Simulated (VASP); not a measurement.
# SnO (C2/m) in VASP: further runs, part 2 of 2

VASP 6.6.1. The steps go on from the part before.

### 3 Single point, PBEsol (atoms displaced along a vibrational mode)

INCAR reads:

```
PREC = Accurate
ENCUT = 520
EDIFF = 1E-7
ISMEAR = 0
SIGMA = 0.15
LREAL = F
LASPH = T
NELM = 100
ALGO = Fast
ISIF = 2
LWAVE = F
LCHARG = F
GGA = PS
NBANDS = 28
```

KPOINTS reads:

```
Automatic mesh
0
Gamma
  12 12 10
```

POSCAR reads:

```
SnO
1.0
    3.8053768948      0.0000000000      0.0000000000
    0.0000000000      3.8053768948      0.0000000000
    0.0000000000      0.0000000000      4.7531851815
Sn O
2 2
Direct
   -0.0092908902      0.4907091098      0.2423986461
    0.5092908902      0.0092908902      0.7576013539
    0.0013930128     -0.0013930128      0.0000000000
    0.4986069872      0.5013930128      0.0000000000
```

Potentials or basis: VASP PAW PBE potentials, release 64 (Sn_d, O).

Started as:

```console
$ cat potpaw_PBE.64/Sn_d/POTCAR potpaw_PBE.64/O/POTCAR > POTCAR
$ mpirun -np 1 vasp_std > vasp.out
```

OUTCAR:

```text
PREC = Accurate
   ENCUT = 520
   EDIFF = 1E-7
   ISMEAR = 0
   LREAL = F
   LASPH = T
   NELM = 100
   ISIF = 2
   GGA = PS

 ion  position               nearest neighbor table
   1  0.991  0.491  0.242-   3 2.20   4 2.20   4 2.25   3 2.25   2 3.47   2 3.54   2 3.54   2 3.56
                             2 3.62   2 3.64   2 3.64   2 3.71
   2  0.509  0.009  0.758-   3 2.20   4 2.20   4 2.25   3 2.25   1 3.47   1 3.54   1 3.54   1 3.56
                             1 3.62   1 3.64   1 3.64   1 3.71
   3  0.001  0.999  0.000-   1 2.20   2 2.20   2 2.25   1 2.25
   4  0.499  0.501  0.000-   1 2.20   2 2.20   2 2.25   1 2.25

  LATTYP: Found a simple tetragonal cell.
 ALAT       =     3.8053768948
 C/A-ratio  =     1.2490708050

  Lattice vectors:

 A1 = (   3.8053768948,   0.0000000000,   0.0000000000)
 A2 = (   0.0000000000,   3.8053768948,   0.0000000000)
 A3 = (   0.0000000000,   0.0000000000,   4.7531851815)

Analysis of symmetry for initial positions (statically):
=====================================================================
 Subroutine PRICEL returns:
 Original cell was already a primitive cell.

 Routine SETGRP: Setting up the symmetry group for a
 simple tetragonal supercell.

 Subroutine GETGRP returns: Found  4 space group operations
 (whereof  2 operations were pure point group operations)
 out of a pool of 16 trial point group operations.

The static configuration has the point symmetry C_2 .
 The point group associated with its full space group is C_2h.

Analysis of symmetry for dynamics (positions and initial velocities):
=====================================================================
 Subroutine PRICEL returns:
 Original cell was already a primitive cell.

 Routine SETGRP: Setting up the symmetry group for a
 simple tetragonal supercell.

 Subroutine GETGRP returns: Found  4 space group operations
 (whereof  2 operations were pure point group operations)
 out of a pool of 16 trial point group operations.

The dynamic configuration has the point symmetry C_2 .
 The point group associated with its full space group is C_2h.

 Subroutine INISYM returns: Found  4 space group operations
 (whereof  2 operations are pure point group operations),
 and found     1 'primitive' translations

----------------------------------------------------------------------------------------

                                     Primitive cell

  volume of cell :      68.8304

  direct lattice vectors                    reciprocal lattice vectors
     3.805376895  0.000000000  0.000000000     0.262786060  0.000000000  0.000000000
     0.000000000  3.805376895  0.000000000     0.000000000  0.262786060  0.000000000
     0.000000000  0.000000000  4.753185182     0.000000000  0.000000000  0.210385239

  length of vectors
     3.805376895  3.805376895  4.753185182     0.262786060  0.262786060  0.210385239

  position of ions in fractional coordinates (direct lattice)
     0.990709110  0.490709110  0.242398646
     0.509290890  0.009290890  0.757601354
     0.001393013  0.998606987  0.000000000
     0.498606987  0.501393013  0.000000000

  ion indices of the primitive-cell ions
   primitive index   ion index
                 1           1
[... 27 lines left out ...]

 Found    398 irreducible k-points:

 Following reciprocal coordinates:
            Coordinates               Weight
  0.000000  0.000000  0.000000      1.000000
  0.083333  0.000000  0.000000      4.000000
  0.166667  0.000000  0.000000      4.000000
  0.250000  0.000000  0.000000      4.000000
  0.333333  0.000000  0.000000      4.000000
  0.416667  0.000000  0.000000      4.000000
[... 16 lines left out ...]
  0.333333  0.166667  0.000000      4.000000
 -0.166667  0.333333  0.000000      4.000000
 [... further k-points ...]
   k-points           NKPTS =    398   k-points in BZ     NKDIM =    398   number of bands    NBANDS=     28
   number of dos      NEDOS =    301   number of ions     NIONS =      4
   total plane-waves  NPLWV =  28224
   dimension x,y,z NGX =    28 NGY =   28 NGZ =   36
   dimension x,y,z NGXF=    56 NGYF=   56 NGZF=   72
   ions per type =               2   2
   NGX,Y,Z   is equivalent  to a cutoff of  12.23, 12.23, 12.59 a.u.
   NGXF,Y,Z  is equivalent  to a cutoff of  24.46, 24.46, 25.18 a.u.
 SYSTEM =  unknown system
   PREC   = accura    normal or accurate (medium, high low for compatibility)
   ISTART =      0    job   : 0-new  1-cont  2-samecut
   ICHARG =      2    charge: 1-file 2-atom 10-const
   ISPIN  =      1    spin polarized calculation?
   LNONCOLLINEAR =      F non collinear calculations
   LSORBIT =      F    spin-orbit coupling
   LASPH  =      T    aspherical Exc in radial PAW
   ENCUT  =  520.0 eV  38.22 Ry    6.18 a.u.   7.08  7.08  8.84*2*pi/ulx,y,z
   NELM   =    100;   NELMIN=  2; NELMDL= -5     # of ELM steps
   EDIFF  = 0.1E-06   stopping-criterion for ELM
   LREAL  =      F    real-space projection
   EDIFFG = 0.1E-05   stopping-criterion for IOM
   NSW    =      0    number of steps for IOM
   IBRION =     -1    ionic relax: 0-MD 1-quasi-New 2-CG
   NFREE  =      0    steps in history (QN), initial steepest desc. (CG)
   ISIF   =      2    stress and relaxation
   ISYM   =      2    0-nonsym 1-usesym 2-fastsym
   POTIM  = 0.5000    time-step for ionic-motion
   TEBEG  =    0.0;   TEEND  =   0.0 temperature during run
   PSTRESS=    0.0 pullay stress
   NELECT =      40.0000    total number of electrons
   NUPDOWN=      -1.0000    fix difference up-down
   EMIN   =  10.00;   EMAX   =-10.00  energy-range for DOS
   EFERMI =   0.00;   METHOD = LEGACY
   ISMEAR =     0;   SIGMA  =   0.15  broadening in eV -4-tet -1-fermi 0-gaus
   EFERMI_NEDOS =   21; number of points for ismear=-14 and -15
   IALGO  =     68    algorithm
   IMIX   =      4    mixing-type and parameters
     AMIX     =   0.40;   BMIX     =  1.00
     AMIX_MAG =   1.60;   BMIX_MAG =  1.00
  volume/ion in A,a.u.               =      17.21       116.12
  Fermi-wavevector in a.u.,A,eV,Ry     =   1.366160  2.581667 25.393809  1.866392
  Thomas-Fermi vector in A             =   2.492325
   LORBIT       =      0    0 simple, 1 ext, 2 COOP (PROOUT), +10 PAW based schemes
   GGA     = PS    functional components
   LHFCALC =     F    Hartree Fock is set to
   AEXX    =    0.0000 exact exchange contribution
   IVDW    =     0    specifies the selected vdW correction
   LEPSILON=     F    determine dielectric tensor
   LRPA    =     F    only Hartree local field effects (RPA)
 non-spin polarized calculation
 RMM-DIIS sequential band-by-band and
 Gauss-broadening in eV      SIGMA  =   0.15
  energy-cutoff  :      520.00
  volume of cell :       68.83
 maximum number of plane-waves:      1872
   NGX = 15   NGY = 15   NGZ = 17

 number of electron      39.9999987 magnetization

 Free energy of the ion-electron system (eV)
  ---------------------------------------------------
  ext. energy  EPLUGINS =         0.00000000
  ---------------------------------------------------
  free energy    TOTEN  =       -24.20088163 eV

  energy without entropy =      -24.19909881  energy(sigma->0) =      -24.19999022

 E-fermi :   7.2917     XC(G=0): -10.5916

 val. band max:        7.2880944722   @ k =   0.5000   0.5000   0.1000
 cond. band min:       7.2956385518   @ k =   0.5000   0.5000   0.1000
 fundamental gap:      0.0075440796
 Fermi energy:         7.2916930723

 k-point     1 :       0.0000    0.0000    0.0000
  band No.  band energies     occupation
      1     -14.7212      2.00000
      2     -14.2828      2.00000
      3     -14.2746      2.00000
      4     -14.2636      2.00000
      5     -14.2220      2.00000
      6     -14.2205      2.00000
[... 733 lines left out ...]
     27      15.3020      0.00000
     28      15.7573      0.00000

 [... further k-points ...]

------------------------ aborting loop because EDIFF is reached ----------------------------------------

  FORCE on cell =-STRESS in cart. coord.  units (eV):
  Direction    XX          YY          ZZ          XY          YZ          ZX
  --------------------------------------------------------------------------------------
  -------------------------------------------------------------------------------------
  Total        0.1403564      0.1403564      0.1591877      0.0143554      0.3640052      0.3640038
  in kB        3.2671029      3.2671029      3.7054423      0.3341544      8.4730161      8.4729847
  external PRESSURE =       3.4132161 kB  Pullay stress =       0.0000000 kB

 VOLUME and BASIS-vectors are now :
 -----------------------------------------------------------------------------
  energy-cutoff  :      520.00
  volume of cell :       68.83
      direct lattice vectors                 reciprocal lattice vectors
     3.805376895  0.000000000  0.000000000     0.262786060  0.000000000  0.000000000
     0.000000000  3.805376895  0.000000000     0.000000000  0.262786060  0.000000000
     0.000000000  0.000000000  4.753185182     0.000000000  0.000000000  0.210385239

 POSITION                                       TOTAL-FORCE (eV/Angst)
 -----------------------------------------------------------------------------------
      3.77002      1.86733      1.15217         0.201498      0.201498      0.113978
      1.93804      0.03536      3.60102        -0.201498     -0.201498     -0.113978
      0.00530      3.80008      0.00000         0.001754     -0.001754      0.000000
      1.89739      1.90799      0.00000        -0.001754      0.001754      0.000000
 -----------------------------------------------------------------------------------
    total drift:                                0.000000     -0.000000     -0.000000

  FREE ENERGIE OF THE ION-ELECTRON SYSTEM (eV)
  ---------------------------------------------------
  free  energy   TOTEN  =       -24.2008816280 eV

  energy  without entropy=      -24.1990988149  energy(sigma->0) =      -24.19999022
```

stdout:

```text
POSCAR found type information on POSCAR SnO
 POSCAR found :  2 types and       4 ions
 scaLAPACK will be used
[... 43 lines left out ...]
 num prob  num prob  num prob  num prob WARNING in EDDRMM: call to ZHEGV failed, returncode =   6  3     25
 num prob  num prob  num prob  num prob  num prob  num prob  num prob  num prob  num prob  num prob  num prob  num prob  num prob  num prob  num prob  num prob  num prob  num prob  num prob  num prob  num prob  num prob WARNING in EDDRMM: call to ZHEGV failed, returncode =   8  4     25
WARNING in EDDRMM: call to ZHEGV failed, returncode =   8  4     26
WARNING in EDDRMM: call to ZHEGV failed, returncode =   8  4     27
 num prob  num prob  num prob  num prob  num prob  num prob  num prob  num prob  num prob  num prob  num prob  num prob  num prob  num prob  num prob  num prob  num prob  num prob  num prob  num prob  num prob WARNING in EDDRMM: call to ZHEGV failed, returncode =   8  4     24
```

Wall time 6.5 min (1 thread of Oxide Virtual Turin-like, shared host); peak memory 0.61 GiB.

Results:

- Free energy: -24.2009 eV
- Pressure: 0.3 GPa
- Largest force: 0.307 eV/Å
- Band gap on the k mesh: zero (bands 20 and 21 overlap by 0.09 eV)

Forces in eV/Å, atoms in the order of the input:
```
Sn   0.201  0.201  0.114
Sn  -0.201 -0.201 -0.114
O    0.002 -0.002  0.000
O   -0.002  0.002  0.000
```

Stress tensor (GPa, compression positive):
```
0.33 0.03 0.85
0.03 0.33 0.85
0.85 0.85 0.37
```

Caveat: the cell differs from its parent crystal (atoms displaced along a vibrational mode); semilocal functionals underestimate gaps, and a narrow one can read as zero; the PAW data sets were made with another functional, which shifts forces and pressure a little; spin-orbit coupling is left out, which moves the levels of the heavy elements.

The gap in the log of VASP goes by the Fermi energy; the results here count the filled bands.